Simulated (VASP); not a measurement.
# C (Fmmm) in VASP: notebook, part 3 of 3

VASP 6.6.1. Earlier steps stand in the parts before.

## Step 6: Single point, r2SCAN (strain +0.0250 x Voigt [0, 0, 0, 1, 0, 0])

File POSCAR:

```
C
1.0
   -2.4291088834      2.4594727444      2.4594727444
    2.4291088834     -2.3987450224      2.3987450224
    2.4291088834      2.3987450224     -2.3987450224
C
8
Direct
    0.3254551632      0.0000000000      0.0000000000
    0.6745448368      0.6745448368      0.6745448368
    0.0000000000      0.3254551632      0.0000000000
    0.0000000000      0.0000000000      0.3254551632
    0.0000000000      0.6745448368      0.0000000000
    0.3254551632      0.3254551632      0.3254551632
    0.6745448368      0.0000000000      0.0000000000
    0.0000000000      0.0000000000      0.6745448368
```

File INCAR.step1:

```
PREC     = Accurate       # precision mode
ENCUT    = 520            # plane-wave cutoff, eV
ISMEAR   = 0              # smearing method
SIGMA    = 0.05           # smearing width, eV
LREAL    = False          # projectors in reciprocal space
LASPH    = True           # aspherical terms in the spheres
NELM     = 80             # most SCF steps
NBANDS   = 26             # bands
GGA      = PE             # functional
ALGO     = Normal         # electronic algorithm
EDIFF    = 1E-4           # SCF threshold, eV
LWAVE    = True           # write WAVECAR
LCHARG   = False          # write CHGCAR
```

File INCAR.step2:

```
PREC     = Accurate       # precision mode
ENCUT    = 520            # plane-wave cutoff, eV
EDIFF    = 1E-6           # SCF threshold, eV
ISMEAR   = 0              # smearing method
SIGMA    = 0.05           # smearing width, eV
LREAL    = False          # projectors in reciprocal space
LASPH    = True           # aspherical terms in the spheres
NELM     = 80             # most SCF steps
ALGO     = Normal         # electronic algorithm
ISIF     = 2              # what is computed and relaxed
LWAVE    = False          # write WAVECAR
LCHARG   = False          # write CHGCAR
METAGGA  = R2SCAN         # meta-GGA
LMIXTAU  = True         
NBANDS   = 26             # bands
ISTART   = 1
```

File KPOINTS:

```
regular mesh
0
Gamma
  8 8 8
```

Potentials or basis: VASP PAW PBE potentials, release 64 (C).

Launch:

```console
$ cat potpaw_PBE.64/C/POTCAR > POTCAR
$ cp INCAR.step1 INCAR
$ mpirun -np 1 vasp_std > vasp.out
$ cp INCAR.step2 INCAR
$ mpirun -np 1 vasp_std > vasp.out
```

OUTCAR:

```text
PREC = Accurate
   ENCUT = 520
   EDIFF = 1E-6
   ISMEAR = 0
   LREAL = False
   LASPH = True
   NELM = 80
   ISIF = 2
   METAGGA = R2SCAN
   ISTART = 1

 ion  position               nearest neighbor table
   1  0.325  0.000  0.000-   7 1.48   6 1.58   5 1.58   8 1.58
   2  0.675  0.675  0.675-   6 1.48   7 1.58   5 1.58   8 1.58
   3  0.000  0.325  0.000-   5 1.46   8 1.58   7 1.58   6 1.58
   4  0.000  0.000  0.325-   8 1.46   5 1.58   7 1.58   6 1.58
   5  0.000  0.675  0.000-   3 1.46   4 1.58   1 1.58   2 1.58
   6  0.325  0.325  0.325-   2 1.48   1 1.58   3 1.58   4 1.58
   7  0.675  0.000  0.000-   1 1.48   2 1.58   3 1.58   4 1.58
   8  0.000  0.000  0.675-   4 1.46   3 1.58   1 1.58   2 1.58

  LATTYP: Found a face centered orthorhombic cell.
 ALAT       =     4.8582177668
 B/A-ratio  =     1.3965358929
 C/A-ratio  =     1.4318912319

  Lattice vectors:

 A1 = (   0.0000000000,   4.8582177668,   0.0607277220)
 A2 = (   2.4291088834,   2.4594727444,   2.4594727444)
 A3 = (   2.4291088834,   2.3987450224,  -2.3987450224)

Analysis of symmetry for initial positions (statically):
=====================================================================
 Subroutine PRICEL returns:
 Original cell was already a primitive cell.

 Routine SETGRP: Setting up the symmetry group for a
 face centered orthorhombic supercell.

 Subroutine GETGRP returns: Found  8 space group operations
 (whereof  8 operations were pure point group operations)
 out of a pool of  8 trial point group operations.

The static configuration has the point symmetry D_2h.

Analysis of symmetry for dynamics (positions and initial velocities):
=====================================================================
 Subroutine PRICEL returns:
 Original cell was already a primitive cell.

 Routine SETGRP: Setting up the symmetry group for a
[... 135 lines left out ...]
   IALGO  =     38    algorithm
   IMIX   =      4    mixing-type and parameters
     AMIX     =   0.40;   BMIX     =  1.00
     AMIX_MAG =   1.60;   BMIX_MAG =  1.00
  volume/ion in A,a.u.               =       7.17        48.35
  Fermi-wavevector in a.u.,A,eV,Ry     =   1.347971  2.547295 24.722128  1.817025
  Thomas-Fermi vector in A             =   2.475678
   LORBIT       =      0    0 simple, 1 ext, 2 COOP (PROOUT), +10 PAW based schemes
   METAGGA = R2SCAN    functional components
   LHFCALC =     F    Hartree Fock is set to
   AEXX    =    0.0000 exact exchange contribution
   IVDW    =     0    specifies the selected vdW correction
   LEPSILON=     F    determine dielectric tensor
   LRPA    =     F    only Hartree local field effects (RPA)
 non-spin polarized calculation
 Gauss-broadening in eV      SIGMA  =   0.05
  energy-cutoff  :      520.00
  volume of cell :       57.32
 maximum number of plane-waves:      1568
   NGX = 15   NGY = 15   NGZ = 15

 number of electron      32.0000001 magnetization

 Free energy of the ion-electron system (eV)
  ---------------------------------------------------
  ext. energy  EPLUGINS =         0.00000000
  ---------------------------------------------------
  free energy    TOTEN  =       -72.97774776 eV

  energy without entropy =      -72.97774776  energy(sigma->0) =      -72.97774776

 E-fermi :   7.0357     XC(G=0): -12.4583

 val. band max:        6.7491528503   @ k =   0.5000   0.5000   0.5000
 cond. band min:       9.7053445545   @ k =   0.1250  -0.3750   0.1250
 fundamental gap:      2.9561917041
 Fermi energy:         7.0357355135

 k-point     1 :       0.0000    0.0000    0.0000
  band No.  band energies     occupation
      1     -15.4636      2.00000
      2      -7.0889      2.00000
      3      -6.9676      2.00000
      4      -6.8408      2.00000
      5      -6.2055      2.00000
      6      -6.0890      2.00000
[... 685 lines left out ...]
     25      19.0598      0.00000
     26      19.2857      0.00000

 [... further k-points ...]
[... 5 lines left out ...]
  --------------------------------------------------------------------------------------
  -------------------------------------------------------------------------------------
  Total        0.3396496      0.3313216      0.3313216     -0.0000000     -2.7060661      0.0000000
  in kB        9.4931124      9.2603470      9.2603470     -0.0000000    -75.6337991      0.0000000
  external PRESSURE =       9.3379355 kB  Pullay stress =       0.0000000 kB

 VOLUME and BASIS-vectors are now :
 -----------------------------------------------------------------------------
  energy-cutoff  :      520.00
  volume of cell :       57.32
      direct lattice vectors                 reciprocal lattice vectors
    -2.429108883  2.459472744  2.459472744     0.000000000  0.203295605  0.203295605
     2.429108883 -2.398745022  2.398745022     0.205836800 -0.002573362  0.205868967
     2.429108883  2.398745022 -2.398745022     0.205836800  0.205868967 -0.002573362

 POSITION                                       TOTAL-FORCE (eV/Angst)
 -----------------------------------------------------------------------------------
     -0.79057      0.80045      0.80045        -0.040824      0.048194      0.048194
      1.63854      1.65902      1.65902        -0.040824     -0.048194     -0.048194
      0.79057     -0.78068      0.78068         0.001918     -0.007329      0.007329
      0.79057      0.78068     -0.78068         0.001918      0.007329     -0.007329
      1.63854     -1.61806      1.61806        -0.001918      0.007329     -0.007329
      0.79057      0.80045      0.80045         0.040824      0.048194      0.048194
     -1.63854      1.65902      1.65902         0.040824     -0.048194     -0.048194
      1.63854      1.61806     -1.61806        -0.001918     -0.007329      0.007329
 -----------------------------------------------------------------------------------
    total drift:                               -0.000000     -0.000000      0.000000

  FREE ENERGIE OF THE ION-ELECTRON SYSTEM (eV)
  ---------------------------------------------------
  free  energy   TOTEN  =       -72.9777477581 eV

  energy  without entropy=      -72.9777477581  energy(sigma->0) =      -72.97774776
```

OSZICAR.step1:

```text
N       E                     dE             d eps       ncg     rms          rms(c)
DAV:   1     0.886516939661E+02    0.88652E+02   -0.16355E+04  4940   0.117E+03
DAV:   2    -0.643092139869E+02   -0.15296E+03   -0.14064E+03  6582   0.237E+02
DAV:   3    -0.709798217869E+02   -0.66706E+01   -0.65960E+01  6582   0.444E+01
DAV:   4    -0.710649840039E+02   -0.85162E-01   -0.85025E-01  6488   0.560E+00
DAV:   5    -0.710670097116E+02   -0.20257E-02   -0.20244E-02  6584   0.814E-01    0.110E+01
DAV:   6    -0.684505118886E+02    0.26165E+01   -0.21932E+00  6022   0.762E+00    0.639E+00
DAV:   7    -0.676699311595E+02    0.78058E+00   -0.19552E+00  6306   0.732E+00    0.187E+00
DAV:   8    -0.676822467547E+02   -0.12316E-01   -0.11475E-01  6164   0.197E+00    0.483E-01
DAV:   9    -0.676854149474E+02   -0.31682E-02   -0.94525E-03  6462   0.563E-01    0.140E-01
DAV:  10    -0.676858516595E+02   -0.43671E-03   -0.13921E-03  6434   0.214E-01    0.414E-02
DAV:  11    -0.676858854199E+02   -0.33760E-04   -0.53724E-05  4632   0.484E-02
   1 F= -.67685885E+02 E0= -.67685885E+02  d E =-.268712E-12
```

It took 4.2 min on 1 thread of Intel Xeon Platinum 8488C (Sapphire Rapids), shared host; peak memory 0.24 GiB.

What came out:

| Item | Value |
| --- | --- |
| Free energy | -72.9777 eV |
| Pressure | 0.9 GPa |
| Largest force | 0.079 eV/Å |
| Band gap on the k mesh | 2.96 eV (least direct gap 3.97 eV) |

Forces in eV/Å, atoms in the order of the input:
```
C   -0.041  0.048  0.048
C   -0.041 -0.048 -0.048
C    0.002 -0.007  0.007
C    0.002  0.007 -0.007
C   -0.002  0.007 -0.007
C    0.041  0.048  0.048
C    0.041 -0.048 -0.048
C   -0.002 -0.007  0.007
```

Caveat: the cell differs from its parent crystal (strain +0.0250 x Voigt [0, 0, 0, 1, 0, 0]); the PAW data sets were made with another functional, which shifts forces and pressure a little. A k mesh can miss the band edges.

## Step 7: Summary

| cell | gap on the mesh (eV) | pressure (GPa) | largest force (eV/Å) |
| --- | --- | --- | --- |
| a = 4.151, b = 4.264, c = 4.264 Å, angles 110.5, 109.5, 109.5°, 8 atoms | 2.83 | 1.0 | 0.09 |
| a = 4.250, b = 4.165, c = 4.165 Å, angles 108.7, 109.5, 109.5°, 8 atoms | 2.91 | 0.9 | 0.08 |
| a = 4.179, b = 4.235, c = 4.235 Å, angles 110.0, 109.5, 109.5°, 8 atoms | 3.00 | 0.9 | 0.07 |
| a = 4.257, b = 4.158, c = 4.158 Å, angles 108.5, 109.5, 109.5°, 8 atoms | 2.87 | 1.0 | 0.09 |
| a = 4.242, b = 4.172, c = 4.172 Å, angles 108.8, 109.5, 109.5°, 8 atoms | 2.96 | 0.9 | 0.08 |

Alike in all rows: task single point; level r2SCAN; potentials or basis VASP PAW PBE potentials, release 64 (C); no spin polarisation; k mesh 8 × 8 × 8; cutoff (eV) 520; smearing gaussian 0.05 eV.

Caveats: the PAW data sets were made with another functional, which shifts forces and pressure a little.

Absolute energies hang on the potentials; compare differences alone.
